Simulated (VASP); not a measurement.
# ZnSe (F-43m) in VASP: further runs

Runs on ZnSe. Level: LDA. Tasks: single point.

All numbers are computed with VASP 6.6.1; they aren't measurements. Logs are shortened: lines on timing, memory, paths and dates and some standing lists are left out, and cuts for length are marked.

## Step 1: The cell of the first run

It takes space group F-43m (No. 216, cubic). The conventional cell has a = 5.552 Å, b = 5.552 Å, c = 5.552 Å, α = 90.00°, β = 90.00°, γ = 90.00°. Zn (site symmetry -43m) has 4 Se at 2.40 Å within 3.2 Å. Se (site symmetry -43m) has 4 Zn at 2.40 Å within 3.2 Å.

## Step 2: Single point, LDA (volume scaled by 0.94)

File INCAR:

```
  PREC = Accurate
  ENCUT = 520
  EDIFF = 1E-7
  ISMEAR = -1
  SIGMA = 0.03
  LREAL = False
  LASPH = True
  NELM = 100
  ALGO = Normal
  ISIF = 2
  LWAVE = False
  LCHARG = False
  NBANDS = 16
```

File KPOINTS:

```
regular mesh
0
Gamma
  8 8 8
```

File POSCAR:

```
ZnSe
1.0
    0.0000000000      2.7759511149      2.7759511149
    2.7759511149      0.0000000000      2.7759511149
    2.7759511149      2.7759511149      0.0000000000
Zn Se
1 1
Direct
    0.0000000000      0.0000000000      0.0000000000
    0.7500000000      0.7500000000      0.7500000000
```

Potentials or basis: VASP PAW LDA potentials, release 64 (Zn, Se).

Run with:

```
cat potpaw_LDA.64/Zn/POTCAR potpaw_LDA.64/Se/POTCAR > POTCAR
mpirun -np 1 vasp_std > vasp.out
```

OUTCAR:

```text
PREC = Accurate
   ENCUT = 520
   EDIFF = 1E-7
   ISMEAR = -1
   LREAL = False
   LASPH = True
   NELM = 100
   ISIF = 2

 ion  position               nearest neighbor table
   1  0.000  0.000  0.000-   2 2.40   2 2.40   2 2.40   2 2.40
   2  0.750  0.750  0.750-   1 2.40   1 2.40   1 2.40   1 2.40

  LATTYP: Found a face centered cubic cell.
 ALAT       =     5.5519022298

  Lattice vectors:

 A1 = (   0.0000000000,   2.7759511149,   2.7759511149)
 A2 = (   2.7759511149,   0.0000000000,   2.7759511149)
 A3 = (   2.7759511149,   2.7759511149,   0.0000000000)

Analysis of symmetry for initial positions (statically):
=====================================================================
 Subroutine PRICEL returns:
 Original cell was already a primitive cell.

 Routine SETGRP: Setting up the symmetry group for a
 face centered cubic supercell.

 Subroutine GETGRP returns: Found 24 space group operations
 (whereof 24 operations were pure point group operations)
 out of a pool of 48 trial point group operations.

The static configuration has the point symmetry T_d .

Analysis of symmetry for dynamics (positions and initial velocities):
=====================================================================
 Subroutine PRICEL returns:
 Original cell was already a primitive cell.

 Routine SETGRP: Setting up the symmetry group for a
 face centered cubic supercell.

 Subroutine GETGRP returns: Found 24 space group operations
 (whereof 24 operations were pure point group operations)
 out of a pool of 48 trial point group operations.

The dynamic configuration has the point symmetry T_d .

 Subroutine INISYM returns: Found 24 space group operations
 (whereof 24 operations are pure point group operations),
 and found     1 'primitive' translations

----------------------------------------------------------------------------------------

                                     Primitive cell

  volume of cell :      42.7824

  direct lattice vectors                    reciprocal lattice vectors
     0.000000000  2.775951115  2.775951115    -0.180118446  0.180118446  0.180118446
     2.775951115  0.000000000  2.775951115     0.180118446 -0.180118446  0.180118446
     2.775951115  2.775951115  0.000000000     0.180118446  0.180118446 -0.180118446

  length of vectors
     3.925787715  3.925787715  3.925787715     0.311974299  0.311974299  0.311974299

  position of ions in fractional coordinates (direct lattice)
     0.000000000  0.000000000  0.000000000
     0.750000000  0.750000000  0.750000000

  ion indices of the primitive-cell ions
   primitive index   ion index
                 1           1
                 2           2

----------------------------------------------------------------------------------------

 KPOINTS: regular mesh

Automatic generation of k-mesh.
 Grid dimensions read from file:
 generate k-points for:    8    8    8

 Generating k-lattice:

  Cartesian coordinates                     Fractional coordinates (reciprocal lattice)
    -0.022514806  0.022514806  0.022514806     0.125000000  0.000000000  0.000000000
     0.022514806 -0.022514806  0.022514806     0.000000000  0.125000000  0.000000000
     0.022514806  0.022514806 -0.022514806     0.000000000  0.000000000  0.125000000

  Length of vectors
     0.038996787  0.038996787  0.038996787

  Shift w.r.t. Gamma in fractional coordinates (k-lattice)
     0.000000000  0.000000000  0.000000000

 Subroutine IBZKPT returns following result:
 ===========================================

 Found     29 irreducible k-points:

 Following reciprocal coordinates:
            Coordinates               Weight
  0.000000  0.000000  0.000000      1.000000
  0.125000  0.000000  0.000000      8.000000
  0.250000  0.000000  0.000000      8.000000
  0.375000  0.000000  0.000000      8.000000
  0.500000  0.000000  0.000000      4.000000
  0.125000  0.125000  0.000000      6.000000
[... 16 lines left out ...]
  0.500000  0.250000  0.125000     48.000000
 -0.375000  0.250000  0.125000     24.000000
 [... further k-points ...]
   k-points           NKPTS =     29   k-points in BZ     NKDIM =     29   number of bands    NBANDS=     16
   number of dos      NEDOS =    301   number of ions     NIONS =      2
   total plane-waves  NPLWV =  27000
   dimension x,y,z NGX =    30 NGY =   30 NGZ =   30
   dimension x,y,z NGXF=    60 NGYF=   60 NGZF=   60
   ions per type =               1   1
   NGX,Y,Z   is equivalent  to a cutoff of  12.70, 12.70, 12.70 a.u.
   NGXF,Y,Z  is equivalent  to a cutoff of  25.41, 25.41, 25.41 a.u.
 SYSTEM =  unknown system
   PREC   = accura    normal or accurate (medium, high low for compatibility)
   ISTART =      0    job   : 0-new  1-cont  2-samecut
   ICHARG =      2    charge: 1-file 2-atom 10-const
   ISPIN  =      1    spin polarized calculation?
   LNONCOLLINEAR =      F non collinear calculations
   LSORBIT =      F    spin-orbit coupling
   LASPH  =      T    aspherical Exc in radial PAW
   ENCUT  =  520.0 eV  38.22 Ry    6.18 a.u.   7.30  7.30  7.30*2*pi/ulx,y,z
   NELM   =    100;   NELMIN=  2; NELMDL= -5     # of ELM steps
   EDIFF  = 0.1E-06   stopping-criterion for ELM
   LREAL  =      F    real-space projection
   EDIFFG = 0.1E-05   stopping-criterion for IOM
   NSW    =      0    number of steps for IOM
   IBRION =     -1    ionic relax: 0-MD 1-quasi-New 2-CG
   NFREE  =      0    steps in history (QN), initial steepest desc. (CG)
   ISIF   =      2    stress and relaxation
   ISYM   =      2    0-nonsym 1-usesym 2-fastsym
   POTIM  = 0.5000    time-step for ionic-motion
   TEBEG  =    0.0;   TEEND  =   0.0 temperature during run
   PSTRESS=    0.0 pullay stress
   NELECT =      18.0000    total number of electrons
   NUPDOWN=      -1.0000    fix difference up-down
   EMIN   =  10.00;   EMAX   =-10.00  energy-range for DOS
   EFERMI =   0.00;   METHOD = LEGACY
   ISMEAR =    -1;   SIGMA  =   0.03  broadening in eV -4-tet -1-fermi 0-gaus
   EFERMI_NEDOS =   21; number of points for ismear=-14 and -15
   IALGO  =     38    algorithm
   IMIX   =      4    mixing-type and parameters
     AMIX     =   0.40;   BMIX     =  1.00
     AMIX_MAG =   1.60;   BMIX_MAG =  1.00
  volume/ion in A,a.u.               =      21.39       144.36
  Fermi-wavevector in a.u.,A,eV,Ry     =   1.226716  2.318156 20.474468  1.504831
  Thomas-Fermi vector in A             =   2.361706
   LORBIT       =      0    0 simple, 1 ext, 2 COOP (PROOUT), +10 PAW based schemes
   GGA     = CA    functional components
   LHFCALC =     F    Hartree Fock is set to
   AEXX    =    0.0000 exact exchange contribution
   IVDW    =     0    specifies the selected vdW correction
   LEPSILON=     F    determine dielectric tensor
   LRPA    =     F    only Hartree local field effects (RPA)
 non-spin polarized calculation
  energy-cutoff  :      520.00
  volume of cell :       42.78
 maximum number of plane-waves:      1174
 NGX is ok and might be reduce to    30
   NGX = 15   NGY = 15   NGZ = 15

 number of electron      17.9999987 magnetization

 Free energy of the ion-electron system (eV)
  ---------------------------------------------------
  ext. energy  EPLUGINS =         0.00000000
  ---------------------------------------------------
  free energy    TOTEN  =        -7.37016674 eV

  energy without entropy =       -7.37016674  energy(sigma->0) =       -7.37016674

 E-fermi :   2.7222     XC(G=0):  -9.9761

 val. band max:        2.0714364235   @ k =   0.0000   0.0000   0.0000
 cond. band min:       3.3969949651   @ k =   0.0000   0.0000   0.0000
 fundamental gap:      1.3255585416
 Fermi energy:         2.7222270607

 k-point     1 :       0.0000    0.0000    0.0000
  band No.  band energies     occupation
      1     -11.6346      2.00000
      2      -4.8503      2.00000
      3      -4.8503      2.00000
      4      -4.8503      2.00000
      5      -4.4335      2.00000
      6      -4.4335      2.00000
[... 8 lines left out ...]
     15      13.6799      0.00000
     16      13.6799      0.00000

 k-point     2 :       0.1250    0.0000    0.0000
  band No.  band energies     occupation
      1     -11.5208      2.00000
      2      -4.8470      2.00000
      3      -4.8324      2.00000
      4      -4.8324      2.00000
      5      -4.4353      2.00000
      6      -4.4353      2.00000
[... 8 lines left out ...]
     15      12.7832      0.00000
     16      12.8512      0.00000

 k-point     3 :       0.2500    0.0000    0.0000
  band No.  band energies     occupation
      1     -11.2233      2.00000
      2      -4.7977      2.00000
      3      -4.7932      2.00000
      4      -4.7932      2.00000
      5      -4.4339      2.00000
      6      -4.4339      2.00000
[... 8 lines left out ...]
     15      12.5320      0.00000
     16      12.6580      0.00000

 k-point     4 :       0.3750    0.0000    0.0000
  band No.  band energies     occupation
      1     -10.8849      2.00000
      2      -4.7623      2.00000
      3      -4.7623      2.00000
      4      -4.5919      2.00000
      5      -4.4214      2.00000
      6      -4.4214      2.00000
[... 8 lines left out ...]
     15      13.7276      0.00000
     16      13.7276      0.00000

 k-point     5 :       0.5000    0.0000    0.0000
  band No.  band energies     occupation
      1     -10.7292      2.00000
      2      -4.7526      2.00000
      3      -4.7526      2.00000
      4      -4.4123      2.00000
      5      -4.4123      2.00000
      6      -4.2507      2.00000
[... 8 lines left out ...]
     15      15.3827      0.00000
     16      15.3827      0.00000

 k-point     6 :       0.1250    0.1250    0.0000
  band No.  band energies     occupation
      1     -11.4828      2.00000
      2      -4.8647      2.00000
      3      -4.8168      2.00000
      4      -4.8168      2.00000
      5      -4.4473      2.00000
      6      -4.4253      2.00000
[... 8 lines left out ...]
     15      13.3594      0.00000
     16      13.9075      0.00000
[... 267 lines left out ...]
 k-point    21 :       0.5000    0.5000    0.0000
  band No.  band energies     occupation
      1     -10.4203      2.00000
      2      -4.8515      2.00000
      3      -4.5630      2.00000
      4      -4.5630      2.00000
      5      -4.3776      2.00000
      6      -4.2290      2.00000
[... 8 lines left out ...]
     15      16.2514      0.00000
     16      16.7368      0.00000

 k-point    22 :       0.3750    0.2500    0.1250
  band No.  band energies     occupation
      1     -10.9894      2.00000
      2      -4.8193      2.00000
      3      -4.7372      2.00000
      4      -4.7109      2.00000
      5      -4.4519      2.00000
      6      -4.4050      2.00000
[... 8 lines left out ...]
     15      14.4745      0.00000
     16      15.6704      0.00000

 k-point    23 :       0.5000    0.2500    0.1250
  band No.  band energies     occupation
      1     -10.7055      2.00000
      2      -4.7507      2.00000
      3      -4.7108      2.00000
      4      -4.5768      2.00000
      5      -4.4209      2.00000
      6      -4.3640      2.00000
[... 8 lines left out ...]
     15      14.8010      0.00000
     16      15.8856      0.00000

 k-point    24 :      -0.3750    0.2500    0.1250
  band No.  band energies     occupation
      1     -10.5781      2.00000
      2      -4.7401      2.00000
      3      -4.6934      2.00000
      4      -4.4762      2.00000
      5      -4.4264      2.00000
      6      -4.1901      2.00000
[... 8 lines left out ...]
     15      14.8997      0.00000
     16      15.7929      0.00000

 [... further k-points ...]
[... 5 lines left out ...]
  --------------------------------------------------------------------------------------
  -------------------------------------------------------------------------------------
  Total        0.2670587      0.2670587      0.2670587      0.0000000     -0.0000000      0.0000000
  in kB       10.0011930     10.0011930     10.0011930      0.0000000     -0.0000000      0.0000000
  external PRESSURE =      10.0011930 kB  Pullay stress =       0.0000000 kB

 VOLUME and BASIS-vectors are now :
 -----------------------------------------------------------------------------
  energy-cutoff  :      520.00
  volume of cell :       42.78
      direct lattice vectors                 reciprocal lattice vectors
     0.000000000  2.775951115  2.775951115    -0.180118446  0.180118446  0.180118446
     2.775951115  0.000000000  2.775951115     0.180118446 -0.180118446  0.180118446
     2.775951115  2.775951115  0.000000000     0.180118446  0.180118446 -0.180118446

 POSITION                                       TOTAL-FORCE (eV/Angst)
 -----------------------------------------------------------------------------------
      0.00000      0.00000      0.00000        -0.000000     -0.000000     -0.000000
      4.16393      4.16393      4.16393         0.000000      0.000000      0.000000
 -----------------------------------------------------------------------------------
    total drift:                                0.000000      0.000000     -0.000000

  FREE ENERGIE OF THE ION-ELECTRON SYSTEM (eV)
  ---------------------------------------------------
  free  energy   TOTEN  =        -7.3701667436 eV

  energy  without entropy=       -7.3701667436  energy(sigma->0) =       -7.37016674
```

It took 16 s on 1 thread of Intel Xeon Platinum 8259CL at 2.50GHz (Skylake/Cascade Lake), shared host; peak memory 0.15 GiB.

Results:

| Item | Value |
| --- | --- |
| Free energy | -7.3702 eV |
| Pressure | 1.0 GPa |
| Band gap on the k mesh | 1.33 eV, direct |

## Step 3: Single point, LDA (volume scaled by 0.98)

File INCAR:

```
SYSTEM = ZnSe
  ALGO = Normal
  EDIFF = 1E-7
  ENCUT = 520
  ISIF = 2
  ISMEAR = -1
  LASPH = .TRUE.
  LCHARG = .TRUE.
  LELF = .TRUE.
  LREAL = .FALSE.
  LVHAR = .TRUE.
  LWAVE = .FALSE.
  NBANDS = 16
  NELM = 60
  PREC = Accurate
  SIGMA = 0.03
```

File KPOINTS:

```
k-points
0
G
  8 8 8
  0 0 0
```

File POSCAR:

```
ZnSe
1.0
    0.0000000000      2.8147806350      2.8147806350
    2.8147806350      0.0000000000      2.8147806350
    2.8147806350      2.8147806350      0.0000000000
Zn Se
1 1
Direct
    0.0000000000      0.0000000000      0.0000000000
    0.7500000000      0.7500000000      0.7500000000
```

Potentials or basis: VASP PAW LDA potentials, release 64 (Zn, Se).

Run with:

```
cat potpaw_LDA.64/Zn/POTCAR potpaw_LDA.64/Se/POTCAR > POTCAR
mpirun -np 1 vasp_std > vasp.out
```

Run time: 19 s. Hardware: 1 thread of Intel Xeon Platinum 8259CL at 2.50GHz (Skylake/Cascade Lake), shared host; peak memory 0.15 GiB.

The run converged. Its results:

```yaml
Free_energy: -7.3646 eV
Pressure: -1.9 GPa
Band_gap_on_the_k_mesh: 1.15 eV, direct
```

Levels at points of the mesh, in eV from the valence-band top:
```
           k point  band 7  band 8  band 9  band 10  band 11  band 12
(0.00, 0.00, 0.00)    0.00    0.00    0.00     1.15     5.70     5.70
(0.50, 0.00, 0.00)   -5.42   -0.90   -0.90     2.41     6.28     6.28
(0.50, 0.50, 0.00)   -4.92   -2.28   -2.28     2.76     3.32    10.67
```

## Step 4: Single point, LDA (volume scaled by 1.01)

File INCAR:

```
  ALGO = Normal
  EDIFF = 1E-6
  ENCUT = 520
  GGA = CA
  ISIF = 2
  ISMEAR = -1
  LASPH = T
  LCHARG = T
  LELF = T
  LREAL = F
  LVHAR = T
  LWAVE = F
  NBANDS = 16
  NELM = 80
  PREC = Accurate
  SIGMA = 0.03
```

File KPOINTS:

```
k-points
0
Gamma
  8 8 8
```

File POSCAR:

```
ZnSe
1.0
    0.0000000000      2.8432146871      2.8432146871
    2.8432146871      0.0000000000      2.8432146871
    2.8432146871      2.8432146871      0.0000000000
Zn Se
1 1
Direct
    0.0000000000      0.0000000000      0.0000000000
    0.7500000000      0.7500000000      0.7500000000
```

Run with:

```
cat potpaw_LDA.64/Zn/POTCAR potpaw_LDA.64/Se/POTCAR > POTCAR
mpirun -np 1 vasp_std > vasp.out
```

It took 18 s on 1 thread of Intel Xeon Platinum 8259CL at 2.50GHz (Skylake/Cascade Lake), shared host; peak memory 0.15 GiB.

It converged, with:

| Item | Value |
| --- | --- |
| Free energy | -7.3409 eV |
| Pressure | -3.6 GPa |
| Band gap on the k mesh | 1.03 eV, direct |

Levels at points of the mesh, in eV from the valence-band top:
```csv
k point,band 6,band 7,band 8,band 9,band 10,band 11,band 12,band 13
"(0.00, 0.00, 0.00)",-6.29,0.00,0.00,0.00,1.03,5.70,5.70,5.70
"(0.50, 0.00, 0.00)",-6.13,-5.23,-0.86,-0.86,2.35,6.28,6.28,8.32
"(0.50, 0.50, 0.00)",-6.11,-4.78,-2.17,-2.17,2.83,3.32,10.44,11.02
```

## Step 5: Single point, LDA (volume scaled by 1.04)

File INCAR:

```
  ALGO = Normal
  EDIFF = 1E-7
  ENCUT = 520
  ISIF = 2
  ISMEAR = -1
  LASPH = True
  LCHARG = False
  LREAL = False
  LWAVE = False
  NBANDS = 16
  NELM = 80
  PREC = Accurate
  SIGMA = 0.03
```

KPOINTS is that of step 4.

File POSCAR:

```
ZnSe
1.0
    0.0000000000      2.8710911186      2.8710911186
    2.8710911186      0.0000000000      2.8710911186
    2.8710911186      2.8710911186      0.0000000000
Zn Se
1 1
Direct
    0.0000000000      0.0000000000      0.0000000000
    0.7500000000      0.7500000000      0.7500000000
```

Run with:

```
cat potpaw_LDA.64/Zn/POTCAR potpaw_LDA.64/Se/POTCAR > POTCAR
mpirun -np 1 vasp_std > vasp.out
```

Wall time 18 s (1 thread of Intel Xeon Platinum 8259CL at 2.50GHz (Skylake/Cascade Lake), shared host); peak memory 0.15 GiB.

Results (log left out):

```
Free energy            : -7.3033 eV
Pressure               : -5.1 GPa
Band gap on the k mesh : 0.91 eV, direct
```

Levels at points of the mesh, in eV from the valence-band top:
| k point | band 5 | band 6 | band 7 | band 8 | band 9 | band 10 | band 11 | band 12 | band 13 | band 14 |
| --- | --- | --- | --- | --- | --- | --- | --- | --- | --- | --- |
| (0.00, 0.00, 0.00) | -6.22 | -6.22 | 0.00 | 0.00 | 0.00 | 0.91 | 5.71 | 5.71 | 5.71 | 9.49 |
| (0.50, 0.00, 0.00) | -6.20 | -6.07 | -5.05 | -0.82 | -0.82 | 2.30 | 6.29 | 6.29 | 8.23 | 10.54 |
| (0.50, 0.50, 0.00) | -6.17 | -6.05 | -4.66 | -2.07 | -2.07 | 2.89 | 3.32 | 10.23 | 10.82 | 10.82 |

## Step 6: The runs side by side

```tsv
cell	gap on the mesh (eV)	pressure (GPa)
a = 3.926 Å, angles 60.0°, 2 atoms	1.33	1.0
a = 3.981 Å, angles 60.0°, 2 atoms	1.15	-1.9
a = 4.021 Å, angles 60.0°, 2 atoms	1.03	-3.6
a = 4.060 Å, angles 60.0°, 2 atoms	0.91	-5.1
```

Alike in all rows: task single point; level LDA; potentials or basis VASP PAW LDA potentials, release 64 (Zn, Se); no spin polarisation; k mesh 8 × 8 × 8; cutoff (eV) 520; smearing fermi-dirac 0.03 eV.

Absolute energies hang on the potentials; compare differences alone.
